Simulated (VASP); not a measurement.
# GaN (F-43m) in VASP: settings compared

The runs below take GaN through single point, with PBE-based screened hybrid with 35 % exact exchange, PBE-based screened hybrid with 50 % exact exchange.

All numbers are computed with VASP 6.6.1; they aren't measurements. Logs are shortened: lines on timing, memory, paths and dates and some standing lists are left out, and cuts for length are marked.

### Step 1. The cell of the first run

It takes space group F-43m (No. 216, cubic). The conventional cell has a = 4.507 Å, b = 4.507 Å, c = 4.507 Å, α = 90.00°, β = 90.00°, γ = 90.00°. Ga (site symmetry -43m) has 4 N at 1.95 Å within 2.6 Å. Within 2.6 Å of N (site symmetry -43m) lie 4 Ga at 1.95 Å.

### Step 2. Single point, PBE-based screened hybrid with 35 % exact exchange

The input, POSCAR:

```
GaN
1.0
    0.0000000000      2.2535006075      2.2535006075
    2.2535006075      0.0000000000      2.2535006075
    2.2535006075      2.2535006075      0.0000000000
Ga N
1 1
Direct
    0.0000000000      0.0000000000      0.0000000000
    0.2500000000      0.2500000000      0.2500000000
```

The input, INCAR.step1:

```
ALGO     = Normal         # electronic algorithm
EDIFF    = 1E-5           # SCF threshold, eV
ENCUT    = 520            # plane-wave cutoff, eV
GGA      = PE             # functional
ISIF     = 2              # what is computed and relaxed
ISMEAR   = -1             # smearing method
LASPH    = True           # aspherical terms in the spheres
LCHARG   = False          # write CHGCAR
LREAL    = False          # projectors in reciprocal space
LWAVE    = True           # write WAVECAR
NBANDS   = 16             # bands
NELM     = 100            # most SCF steps
PREC     = Accurate       # precision mode
SIGMA    = 0.05           # smearing width, eV
```

The input, INCAR.step2:

```
AEXX     = 0.35           # exact-exchange fraction
ALGO     = Normal         # electronic algorithm
EDIFF    = 1E-7           # SCF threshold, eV
ENCUT    = 520            # plane-wave cutoff, eV
GGA      = PE             # functional
HFSCREEN = 0.2078699      # screening, 1/A
ISIF     = 2              # what is computed and relaxed
ISMEAR   = -1             # smearing method
ISTART   = 1            
LASPH    = True           # aspherical terms in the spheres
LCHARG   = False          # write CHGCAR
LHFCALC  = True           # exact exchange
LREAL    = False          # projectors in reciprocal space
LWAVE    = False          # write WAVECAR
NBANDS   = 16             # bands
NELM     = 100            # most SCF steps
PREC     = Accurate       # precision mode
PRECFOCK = Normal       
SIGMA    = 0.05           # smearing width, eV
```

The input, KPOINTS:

```
k-points
0
Gamma
  6 6 6
```

Potentials or basis: VASP PAW PBE potentials, release 64 (Ga_d, N).

The run is started by

```console
cat potpaw_PBE.64/Ga_d/POTCAR potpaw_PBE.64/N/POTCAR > POTCAR
cp INCAR.step1 INCAR
mpirun -np 1 vasp_std > vasp.out
cp INCAR.step2 INCAR
mpirun -np 1 vasp_std > vasp.out
```

OUTCAR:

```text
AEXX = 0.35
   EDIFF = 1E-7
   ENCUT = 520
   GGA = PE
   HFSCREEN = 0.2078699
   ISIF = 2
   ISMEAR = -1
   ISTART = 1
   LASPH = True
   LHFCALC = True
   LREAL = False
   NELM = 100
   PREC = Accurate
   PRECFOCK = Normal

 ion  position               nearest neighbor table
   1  0.000  0.000  0.000-   2 1.95   2 1.95   2 1.95   2 1.95
   2  0.250  0.250  0.250-   1 1.95   1 1.95   1 1.95   1 1.95

  LATTYP: Found a face centered cubic cell.
 ALAT       =     4.5070012150

  Lattice vectors:

 A1 = (   0.0000000000,   2.2535006075,   2.2535006075)
 A2 = (   2.2535006075,   0.0000000000,   2.2535006075)
 A3 = (   2.2535006075,   2.2535006075,   0.0000000000)

Analysis of symmetry for initial positions (statically):
=====================================================================
 Subroutine PRICEL returns:
 Original cell was already a primitive cell.

 Routine SETGRP: Setting up the symmetry group for a
 face centered cubic supercell.

 Subroutine GETGRP returns: Found 24 space group operations
 (whereof 24 operations were pure point group operations)
 out of a pool of 48 trial point group operations.

The static configuration has the point symmetry T_d .

Analysis of symmetry for dynamics (positions and initial velocities):
=====================================================================
 Subroutine PRICEL returns:
 Original cell was already a primitive cell.

 Routine SETGRP: Setting up the symmetry group for a
 face centered cubic supercell.

 Subroutine GETGRP returns: Found 24 space group operations
 (whereof 24 operations were pure point group operations)
 out of a pool of 48 trial point group operations.

The dynamic configuration has the point symmetry T_d .

 Subroutine INISYM returns: Found 24 space group operations
 (whereof 24 operations are pure point group operations),
 and found     1 'primitive' translations

----------------------------------------------------------------------------------------

                                     Primitive cell

  volume of cell :      22.8877

  direct lattice vectors                    reciprocal lattice vectors
     0.000000000  2.253500607  2.253500607    -0.221877020  0.221877020  0.221877020
     2.253500607  0.000000000  2.253500607     0.221877020 -0.221877020  0.221877020
     2.253500607  2.253500607  0.000000000     0.221877020  0.221877020 -0.221877020

  length of vectors
     3.186931122  3.186931122  3.186931122     0.384302272  0.384302272  0.384302272

  position of ions in fractional coordinates (direct lattice)
     0.000000000  0.000000000  0.000000000
     0.250000000  0.250000000  0.250000000

  ion indices of the primitive-cell ions
   primitive index   ion index
                 1           1
                 2           2

----------------------------------------------------------------------------------------

 KPOINTS: k-points

Automatic generation of k-mesh.
 Grid dimensions read from file:
 generate k-points for:    6    6    6

 Generating k-lattice:

  Cartesian coordinates                     Fractional coordinates (reciprocal lattice)
    -0.036979503  0.036979503  0.036979503     0.166666667  0.000000000  0.000000000
     0.036979503 -0.036979503  0.036979503     0.000000000  0.166666667  0.000000000
     0.036979503  0.036979503 -0.036979503     0.000000000  0.000000000  0.166666667

  Length of vectors
     0.064050379  0.064050379  0.064050379

  Shift w.r.t. Gamma in fractional coordinates (k-lattice)
     0.000000000  0.000000000  0.000000000

 Subroutine IBZKPT returns following result:
 ===========================================

 Found     16 irreducible k-points:

 Following reciprocal coordinates:
            Coordinates               Weight
  0.000000  0.000000  0.000000      1.000000
  0.166667  0.000000  0.000000      8.000000
  0.333333  0.000000  0.000000      8.000000
  0.500000  0.000000  0.000000      4.000000
  0.166667  0.166667  0.000000      6.000000
  0.333333  0.166667  0.000000     24.000000
[... 8 lines left out ...]
 -0.333333  0.333333  0.166667     24.000000
 -0.333333  0.500000  0.166667     12.000000
   k-points           NKPTS =     16   k-points in BZ     NKDIM =    216   number of bands    NBANDS=     16
   number of dos      NEDOS =    301   number of ions     NIONS =      2
   total plane-waves  NPLWV =  13824
   dimension x,y,z NGX =    24 NGY =   24 NGZ =   24
   dimension x,y,z NGXF=    48 NGYF=   48 NGZF=   48
   ions per type =               1   1
   NGX,Y,Z   is equivalent  to a cutoff of  12.52, 12.52, 12.52 a.u.
   NGXF,Y,Z  is equivalent  to a cutoff of  25.04, 25.04, 25.04 a.u.
 SYSTEM =  unknown system
   PREC   = accura    normal or accurate (medium, high low for compatibility)
   ISTART =      1    job   : 0-new  1-cont  2-samecut
   ICHARG =      0    charge: 1-file 2-atom 10-const
   ISPIN  =      1    spin polarized calculation?
   LNONCOLLINEAR =      F non collinear calculations
   LSORBIT =      F    spin-orbit coupling
   LASPH  =      T    aspherical Exc in radial PAW
   ENCUT  =  520.0 eV  38.22 Ry    6.18 a.u.   5.93  5.93  5.93*2*pi/ulx,y,z
   NELM   =    100;   NELMIN=  2; NELMDL=  0     # of ELM steps
   EDIFF  = 0.1E-06   stopping-criterion for ELM
   LREAL  =      F    real-space projection
   EDIFFG = 0.1E-05   stopping-criterion for IOM
   NSW    =      0    number of steps for IOM
   IBRION =     -1    ionic relax: 0-MD 1-quasi-New 2-CG
   NFREE  =      0    steps in history (QN), initial steepest desc. (CG)
   ISIF   =      2    stress and relaxation
   ISYM   =      3    0-nonsym 1-usesym 2-fastsym
   POTIM  = 0.5000    time-step for ionic-motion
   TEBEG  =    0.0;   TEEND  =   0.0 temperature during run
   PSTRESS=    0.0 pullay stress
   NELECT =      18.0000    total number of electrons
   NUPDOWN=      -1.0000    fix difference up-down
   EMIN   =  10.00;   EMAX   =-10.00  energy-range for DOS
   EFERMI =   0.00;   METHOD = LEGACY
   ISMEAR =    -1;   SIGMA  =   0.05  broadening in eV -4-tet -1-fermi 0-gaus
   EFERMI_NEDOS =   21; number of points for ismear=-14 and -15
   IALGO  =     38    algorithm
   IMIX   =      1    mixing-type and parameters
     AMIX     =   0.40;   BMIX     =  1.00
     AMIX_MAG =   1.60;   BMIX_MAG =  1.00
  volume/ion in A,a.u.               =      11.44        77.23
  Fermi-wavevector in a.u.,A,eV,Ry     =   1.511117  2.855596 31.068543  2.283473
  Thomas-Fermi vector in A             =   2.621216
   LORBIT       =      0    0 simple, 1 ext, 2 COOP (PROOUT), +10 PAW based schemes
   GGA     = PE    functional components
   LHFCALC =     T    Hartree Fock is set to
   PRECFOCK=normal    Normal, Fast or Accurate (Low or Medium for compatibility)
   ENCUT4O =  -1.0   cutoff for four orbital integrals eV
   NKREDX  =     1    reduce k-point grid by
   NKREDY  =     1    reduce k-point grid by
   NKREDZ  =     1    reduce k-point grid by
   AEXX    =    0.3500 exact exchange contribution
   HFSCREEN=    0.2079 screening length (either q_TF or 0.3 A-1)
   HFSCREENC=   0.2079 screening length for correlation (either q_TF or 0.3 A-1)
   ENCUTFOCK=  -1.0 apply spherical cutoff to Coloumb kernel
   IVDW    =     0    specifies the selected vdW correction
   LEPSILON=     F    determine dielectric tensor
   LRPA    =     F    only Hartree local field effects (RPA)
 non-spin polarized calculation
  energy-cutoff  :      520.00
  volume of cell :       22.89
 maximum number of plane-waves:       636
  NGX = 18; NGY = 18; NGZ = 18

 number of electron      18.0000004 magnetization

 Free energy of the ion-electron system (eV)
  ---------------------------------------------------
  ext. energy  EPLUGINS =         0.00000000
  ---------------------------------------------------
  free energy    TOTEN  =       -15.82312042 eV

  energy without entropy =      -15.82312042  energy(sigma->0) =      -15.82312042

 E-fermi :   5.2241     XC(G=0):  -8.7230

 val. band max:        4.1135463603   @ k =   0.0000   0.0000   0.0000
 cond. band min:       7.6277423512   @ k =   0.0000   0.0000   0.0000
 fundamental gap:      3.5141959909
 Fermi energy:         5.2240577597

 k-point     1 :       0.0000    0.0000    0.0000
  band No.  band energies     occupation
      1     -13.9117      2.00000
      2     -12.3142      2.00000
      3     -12.3142      2.00000
      4     -12.3142      2.00000
      5     -11.9985      2.00000
      6     -11.9985      2.00000
[... 8 lines left out ...]
     15      25.2684      0.00000
     16      25.2685      0.00000

 k-point     2 :       0.1667    0.0000    0.0000
  band No.  band energies     occupation
      1     -13.6969      2.00000
      2     -12.2827      2.00000
      3     -12.2827      2.00000
      4     -12.0752      2.00000
      5     -12.0002      2.00000
      6     -12.0002      2.00000
[... 8 lines left out ...]
     15      23.1957      0.00000
     16      23.1957      0.00000

 k-point     3 :       0.3333    0.0000    0.0000
  band No.  band energies     occupation
      1     -13.4849      2.00000
      2     -12.2383      2.00000
      3     -12.2383      2.00000
      4     -11.9832      2.00000
      5     -11.9832      2.00000
      6     -11.0677      2.00000
[... 8 lines left out ...]
     15      24.1734      0.00000
     16      24.1734      0.00000

 k-point     4 :       0.5000    0.0000    0.0000
  band No.  band energies     occupation
      1     -13.4577      2.00000
      2     -12.2280      2.00000
      3     -12.2280      2.00000
      4     -11.9620      2.00000
      5     -11.9620      2.00000
      6     -10.1533      2.00000
[... 8 lines left out ...]
     15      26.5383      0.00000
     16      26.5383      0.00000
[... 172 lines left out ...]
 k-point    14 :       0.5000    0.3333    0.1667
  band No.  band energies     occupation
      1     -13.4069      2.00000
      2     -12.1855      2.00000
      3     -12.1539      2.00000
      4     -12.0603      2.00000
      5     -11.9666      2.00000
      6     -10.2378      2.00000
[... 8 lines left out ...]
     15      26.5727      0.00000
     16      29.3060      0.00000

 k-point    15 :      -0.3333    0.3333    0.1667
  band No.  band energies     occupation
      1     -13.3943      2.00000
      2     -12.1929      2.00000
      3     -12.1314      2.00000
      4     -12.0311      2.00000
      5     -11.9808      2.00000
      6      -9.5513      2.00000
[... 8 lines left out ...]
     15      25.4123      0.00000
     16      29.7306      0.00000

 k-point    16 :      -0.3333    0.5000    0.1667
  band No.  band energies     occupation
      1     -13.3891      2.00000
      2     -12.1619      2.00000
      3     -12.1288      2.00000
      4     -12.0255      2.00000
      5     -11.9647      2.00000
      6      -9.3626      2.00000
[... 8 lines left out ...]
     15      27.2700      0.00000
     16      30.0719      0.00000

------------------------ aborting loop because EDIFF is reached ----------------------------------------

  FORCE on cell =-STRESS in cart. coord.  units (eV):
  Direction    XX          YY          ZZ          XY          YZ          ZX
  --------------------------------------------------------------------------------------
  -------------------------------------------------------------------------------------
  Total       -0.5240075     -0.5240075     -0.5240075      0.0000000     -0.0000000     -0.0000000
  in kB      -36.6813264    -36.6813264    -36.6813264      0.0000000     -0.0000000     -0.0000000
  external PRESSURE =     -36.6813264 kB  Pullay stress =       0.0000000 kB

 VOLUME and BASIS-vectors are now :
 -----------------------------------------------------------------------------
  energy-cutoff  :      520.00
  volume of cell :       22.89
      direct lattice vectors                 reciprocal lattice vectors
     0.000000000  2.253500607  2.253500607    -0.221877020  0.221877020  0.221877020
     2.253500607  0.000000000  2.253500607     0.221877020 -0.221877020  0.221877020
     2.253500607  2.253500607  0.000000000     0.221877020  0.221877020 -0.221877020

 POSITION                                       TOTAL-FORCE (eV/Angst)
 -----------------------------------------------------------------------------------
      0.00000      0.00000      0.00000         0.000000      0.000000      0.000000
      1.12675      1.12675      1.12675        -0.000000     -0.000000     -0.000000
 -----------------------------------------------------------------------------------
    total drift:                               -0.000005     -0.000010     -0.000005

  FREE ENERGIE OF THE ION-ELECTRON SYSTEM (eV)
  ---------------------------------------------------
  free  energy   TOTEN  =       -15.8231204234 eV

  energy  without entropy=      -15.8231204234  energy(sigma->0) =      -15.82312042
```

It took 33 min on 1 thread of Intel Xeon Platinum 8375C at 2.90GHz (Ice Lake), shared host; peak memory 0.25 GiB.

What came out:

```
Free energy            : -15.8231 eV
Pressure               : -3.7 GPa
Band gap on the k mesh : 3.51 eV
```

Levels at points of the mesh, in eV from the valence-band top:
```csv
k point,band 5,band 6,band 7,band 8,band 9,band 10,band 11,band 12,band 13,band 14
"(0.00, 0.00, 0.00)",-16.11,-16.11,0.00,0.00,0.00,3.51,12.58,12.58,12.58,20.11
"(0.50, 0.00, 0.00)",-16.08,-14.27,-7.72,-1.07,-1.07,6.68,11.10,12.53,12.53,18.04
"(0.50, 0.50, 0.00)",-16.04,-13.66,-6.72,-2.98,-2.98,4.91,8.76,14.35,16.86,16.86
```

Caveat: the cell stands under tension; the PAW data sets were made with another functional, which shifts forces and pressure a little.

### Step 3. Single point, PBE-based screened hybrid with 50 % exact exchange

POSCAR is that of step 2.

The input, INCAR.step1:

```
PREC = Accurate ; ENCUT = 520
EDIFF = 1E-5 ; ISMEAR = -1
SIGMA = 0.05 ; LREAL = F
LASPH = T ; NELM = 80
ALGO = Normal ; ISIF = 2
LWAVE = T ; LCHARG = F
GGA = PE ; NBANDS = 16
```

The input, INCAR.step2:

```
PREC = Accurate ; ENCUT = 520
EDIFF = 1E-6 ; ISMEAR = -1
SIGMA = 0.05 ; LREAL = F
LASPH = T ; NELM = 80
ALGO = Normal ; ISIF = 2
LWAVE = F ; LCHARG = F
GGA = PE ; LHFCALC = T
AEXX = 0.5 ; HFSCREEN = 0.2078699
PRECFOCK = Normal ; ISTART = 1
NBANDS = 16
```

The input, KPOINTS:

```
Automatic mesh
0
Gamma
  6 6 6
```

Potentials or basis: VASP PAW PBE potentials, release 64 (Ga_d, N).

The run is started by

```console
cat potpaw_PBE.64/Ga_d/POTCAR potpaw_PBE.64/N/POTCAR > POTCAR
cp INCAR.step1 INCAR
mpirun -np 1 vasp_std > vasp.out
cp INCAR.step2 INCAR
mpirun -np 1 vasp_std > vasp.out
```

Run time: 31 min. Hardware: 1 thread of Intel Xeon Platinum 8375C at 2.90GHz (Ice Lake), shared host; peak memory 0.25 GiB.

It converged, with:

* Free energy: -17.4967 eV
* Pressure: -7.0 GPa
* Band gap on the k mesh: 4.35 eV

Levels at points of the mesh, in eV from the valence-band top:
```tsv
k point	band 6	band 7	band 8	band 9	band 10	band 11	band 12	band 13
(0.00, 0.00, 0.00)	-17.40	0.00	0.00	0.00	4.35	13.59	13.59	13.59
(0.50, 0.00, 0.00)	-15.23	-7.98	-1.10	-1.10	7.61	12.13	13.49	13.49
(0.50, 0.50, 0.00)	-14.56	-6.95	-3.09	-3.09	5.63	9.69	15.53	18.13
```

Caveat: the cell stands under tension; the PAW data sets were made with another functional, which shifts forces and pressure a little.
